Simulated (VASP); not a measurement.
# SrTa2O2 (P6/mmm) in VASP: further runs, part 2 of 2

VASP 6.6.1. The steps go on from the part before.

## 3. Single point, PBE, collinear spin

This run uses another cell than the first one, of 19.07 Å³/atom.

File INCAR:

```
SYSTEM = SrTa2O2
ALGO     = Normal         ! electronic algorithm
EDIFF    = 1E-6           ! SCF threshold, eV
ENCUT    = 600            ! plane-wave cutoff, eV
GGA      = PE             ! functional
GGA_COMPAT= .False.      
ISIF     = 2              ! what is computed and relaxed
ISMEAR   = 0              ! smearing method
ISPIN    = 2              ! spin polarisation
LASPH    = .True.         ! aspherical terms in the spheres
LCHARG   = .False.        ! write CHGCAR
LMAXMIX  = 4              ! l up to which the mixer works
LORBIT   = 11             ! projections on sites
LREAL    = .False.        ! projectors in reciprocal space
LWAVE    = .False.        ! write WAVECAR
MAGMOM   = 0 1 1 0 0      ! initial moments
NBANDS   = 34             ! bands
NELM     = 200            ! most SCF steps
PREC     = Accurate       ! precision mode
SIGMA    = 0.1            ! smearing width, eV
```

File KPOINTS:

```
k-points
0
Gamma
  6 6 4
  0 0 0
```

File POSCAR:

```
SrTa2O2
1.0
    4.0130161100      0.0000000000      0.0000000000
   -2.0065080600      3.4753739000      0.0000000000
    0.0000000000      0.0000000000      6.8385167200
Sr Ta O
1 2 2
Direct
    0.0000000000      0.0000000000      0.5000000000
    0.3333333300      0.6666666700      0.0000000000
    0.6666666700      0.3333333300      0.0000000000
    0.3333333300      0.6666666700      0.5000000000
    0.6666666700      0.3333333300      0.5000000000
```

Potentials or basis: VASP PAW PBE potentials, release 64 (Sr_sv, Ta_pv, O).

Launch:

```console
> cat potpaw_PBE.64/Sr_sv/POTCAR potpaw_PBE.64/Ta_pv/POTCAR potpaw_PBE.64/O/POTCAR > POTCAR
> mpirun -np 1 vasp_std > vasp.out
```

OUTCAR:

```text
SYSTEM = SrTa2O2
   EDIFF = 1E-6
   ENCUT = 600
   GGA = PE
   ISIF = 2
   ISMEAR = 0
   ISPIN = 2
   LASPH = .True.
   LORBIT = 11
   LREAL = .False.
   NELM = 200
   PREC = Accurate

 ion  position               nearest neighbor table
   1  0.000  0.000  0.500-   4 2.32   5 2.32   5 2.32   4 2.32   5 2.32   4 2.32   2 4.13   3 4.13
                             2 4.13   3 4.13   3 4.13   2 4.13   3 4.13   2 4.13   3 4.13   2 4.13
   2  0.333  0.667  0.000-   3 2.32   3 2.32   3 2.32   1 4.13   1 4.13   1 4.13   1 4.13   1 4.13
                             1 4.13
   3  0.667  0.333  0.000-   2 2.32   2 2.32   2 2.32   1 4.13   1 4.13   1 4.13   1 4.13   1 4.13
                             1 4.13
   4  0.333  0.667  0.500-   1 2.32   1 2.32   1 2.32
   5  0.667  0.333  0.500-   1 2.32   1 2.32   1 2.32

  LATTYP: Found a hexagonal cell.
 ALAT       =     4.0130161100
 C/A-ratio  =     1.7040840437

  Lattice vectors:

 A1 = (   4.0130161100,   0.0000000000,   0.0000000000)
 A2 = (  -2.0065080600,   3.4753739000,   0.0000000000)
 A3 = (   0.0000000000,   0.0000000000,   6.8385167200)

Analysis of symmetry for initial positions (statically):
=====================================================================
 Subroutine PRICEL returns:
 Original cell was already a primitive cell.

 Routine SETGRP: Setting up the symmetry group for a
 hexagonal supercell.

 Subroutine GETGRP returns: Found 24 space group operations
 (whereof 24 operations were pure point group operations)
 out of a pool of 24 trial point group operations.

The static configuration has the point symmetry D_6h.

Analysis of symmetry for dynamics (positions and initial velocities):
=====================================================================
 Subroutine PRICEL returns:
 Original cell was already a primitive cell.

 Routine SETGRP: Setting up the symmetry group for a
 hexagonal supercell.

 Subroutine GETGRP returns: Found 24 space group operations
 (whereof 24 operations were pure point group operations)
 out of a pool of 24 trial point group operations.

The dynamic configuration has the point symmetry D_6h.

Analysis of structural, dynamic, and magnetic symmetry:
=====================================================================
 Subroutine PRICEL returns:
 Original cell was already a primitive cell.

 Routine SETGRP: Setting up the symmetry group for a
 hexagonal supercell.

 Subroutine GETGRP returns: Found 24 space group operations
 (whereof 24 operations were pure point group operations)
 out of a pool of 24 trial point group operations.

The overall configuration has the point symmetry D_6h.

 Subroutine INISYM returns: Found 24 space group operations
 (whereof 24 operations are pure point group operations),
 and found     1 'primitive' translations

----------------------------------------------------------------------------------------

                                     Primitive cell

  volume of cell :      95.3750

  direct lattice vectors                    reciprocal lattice vectors
     4.013016110  0.000000000  0.000000000     0.249189132  0.143869413  0.000000000
    -2.006508060  3.475373900  0.000000000     0.000000000  0.287738824  0.000000000
     0.000000000  0.000000000  6.838516720     0.000000000  0.000000000  0.146230541

  length of vectors
[... 80 lines left out ...]
   LSORBIT =      F    spin-orbit coupling
   LASPH  =      T    aspherical Exc in radial PAW
   ENCUT  =  600.0 eV  44.10 Ry    6.64 a.u.   8.01  8.01 13.66*2*pi/ulx,y,z
   NELM   =    200;   NELMIN=  2; NELMDL= -5     # of ELM steps
   EDIFF  = 0.1E-05   stopping-criterion for ELM
   LREAL  =      F    real-space projection
[... 7 lines left out ...]
   TEBEG  =    0.0;   TEEND  =   0.0 temperature during run
   PSTRESS=    0.0 pullay stress
   NELECT =      44.0000    total number of electrons
   NUPDOWN=      -1.0000    fix difference up-down
   EMIN   =  10.00;   EMAX   =-10.00  energy-range for DOS
   EFERMI =   0.00;   METHOD = LEGACY
   ISMEAR =     0;   SIGMA  =   0.10  broadening in eV -4-tet -1-fermi 0-gaus
   EFERMI_NEDOS =   21; number of points for ismear=-14 and -15
   IALGO  =     38    algorithm
   IMIX   =      4    mixing-type and parameters
     AMIX     =   0.40;   BMIX     =  1.00
     AMIX_MAG =   1.60;   BMIX_MAG =  1.00
  volume/ion in A,a.u.               =      19.07       128.72
  Fermi-wavevector in a.u.,A,eV,Ry     =   1.264972  2.390451 21.771422  1.600154
  Thomas-Fermi vector in A             =   2.398250
   LORBIT       =     11    0 simple, 1 ext, 2 COOP (PROOUT), +10 PAW based schemes
   GGA     = PE    functional components
   LHFCALC =     F    Hartree Fock is set to
   AEXX    =    0.0000 exact exchange contribution
   IVDW    =     0    specifies the selected vdW correction
   LEPSILON=     F    determine dielectric tensor
   LRPA    =     F    only Hartree local field effects (RPA)
 spin polarized calculation
 Gauss-broadening in eV      SIGMA  =   0.10
  energy-cutoff  :      600.00
  volume of cell :       95.37
 maximum number of plane-waves:      3207
   NGX = 17   NGY = 17   NGZ = 27

 number of electron      43.9999997 magnetization       0.0055851

 number of electron      43.9999997 magnetization      -0.0016450

 Free energy of the ion-electron system (eV)
  ---------------------------------------------------
  ext. energy  EPLUGINS =         0.00000000
  ---------------------------------------------------
  free energy    TOTEN  =       -29.71573780 eV

  energy without entropy =      -29.67526522  energy(sigma->0) =      -29.69550151

 E-fermi :   2.1247     XC(G=0): -10.1413

 val. band max:        2.1047055875   @ k =   0.3333   0.1667   0.0000
 cond. band min:       2.1389786860   @ k =   0.1667  -0.0000   0.2500
 fundamental gap:      0.0342730985
 Fermi energy:         2.1247322753

 spin component 1

 k-point     1 :       0.0000    0.0000    0.0000
  band No.  band energies     occupation
      1     -32.6652      1.00000
      2     -32.6652      1.00000
      3     -31.7466      1.00000
      4     -30.8634      1.00000
      5     -30.0071      1.00000
      6     -29.8997      1.00000
[... 766 lines left out ...]
     33       9.6558      0.00000
     34      10.4933      0.00000
 Fermi energy:         2.1247322753

 spin component 2

 k-point     1 :       0.0000    0.0000    0.0000
  band No.  band energies     occupation
      1     -32.6656      1.00000
      2     -32.6655      1.00000
      3     -31.7468      1.00000
      4     -30.8636      1.00000
      5     -30.0071      1.00000
      6     -29.9000      1.00000
[... 766 lines left out ...]
     33       9.6555      0.00000
     34      10.4931      0.00000

------------------------ aborting loop because EDIFF is reached ----------------------------------------

  FORCE on cell =-STRESS in cart. coord.  units (eV):
  Direction    XX          YY          ZZ          XY          YZ          ZX
  --------------------------------------------------------------------------------------
  -------------------------------------------------------------------------------------
  Total       21.8665922     21.8665923     -6.4563747     -0.0000000      0.0000000      0.0000000
  in kB      367.3307936    367.3307943   -108.4588409     -0.0000005      0.0000000      0.0000000
  external PRESSURE =     208.7342490 kB  Pullay stress =       0.0000000 kB

 VOLUME and BASIS-vectors are now :
 -----------------------------------------------------------------------------
  energy-cutoff  :      600.00
  volume of cell :       95.37
      direct lattice vectors                 reciprocal lattice vectors
     4.013016110  0.000000000  0.000000000     0.249189132  0.143869413  0.000000000
    -2.006508060  3.475373900  0.000000000     0.000000000  0.287738824  0.000000000
     0.000000000  0.000000000  6.838516720     0.000000000  0.000000000  0.146230541

 POSITION                                       TOTAL-FORCE (eV/Angst)
 -----------------------------------------------------------------------------------
      0.00000      0.00000      3.41926        -0.000000      0.000000      0.000000
     -0.00000      2.31692      0.00000        -0.000000     -0.000000     -0.000000
      2.00651      1.15846      0.00000         0.000000      0.000000      0.000000
     -0.00000      2.31692      3.41926        -0.000000      0.000000      0.000000
      2.00651      1.15846      3.41926         0.000000      0.000000     -0.000000
 -----------------------------------------------------------------------------------
    total drift:                               -0.000000      0.000000      0.000000

  FREE ENERGIE OF THE ION-ELECTRON SYSTEM (eV)
  ---------------------------------------------------
  free  energy   TOTEN  =       -29.7157378036 eV

  energy  without entropy=      -29.6752652154  energy(sigma->0) =      -29.69550151

 total charge

# of ion       s       p       d       tot
------------------------------------------
    1        2.024   5.821   0.358   8.203
    2        0.457   6.020   2.932   9.409
    3        0.457   6.020   2.932   9.409
    4        1.606   3.245   0.000   4.851
    5        1.606   3.245   0.000   4.851
--------------------------------------------------
tot          6.149  24.351   6.222  36.723

 magnetization (x)

# of ion       s       p       d       tot
------------------------------------------
    1       -0.000  -0.000  -0.000  -0.000
    2       -0.000  -0.000  -0.000  -0.000
    3       -0.000  -0.000  -0.000  -0.000
    4       -0.000  -0.000   0.000  -0.000
    5       -0.000  -0.000   0.000  -0.000
--------------------------------------------------
tot         -0.000  -0.000  -0.000  -0.001
```

Wall time 4.2 min (1 thread of Oxide Virtual Turin-like, shared host); peak memory 0.32 GiB.

Results:

* Free energy: -29.7157 eV
* Pressure: 20.9 GPa
* Band gap on the k mesh: zero (filled and empty bands overlap)
* Net moment: 0.00 μB per cell
* Valence electrons inside the program's atomic spheres: Sr 8.20; Ta 9.41; O 4.85

Caveat: the stress differs along the axes, from -11 to 37 GPa; spin-orbit coupling is left out, which moves the levels of the heavy elements.

The gap in the log of VASP goes by the Fermi energy; the results here count the filled bands.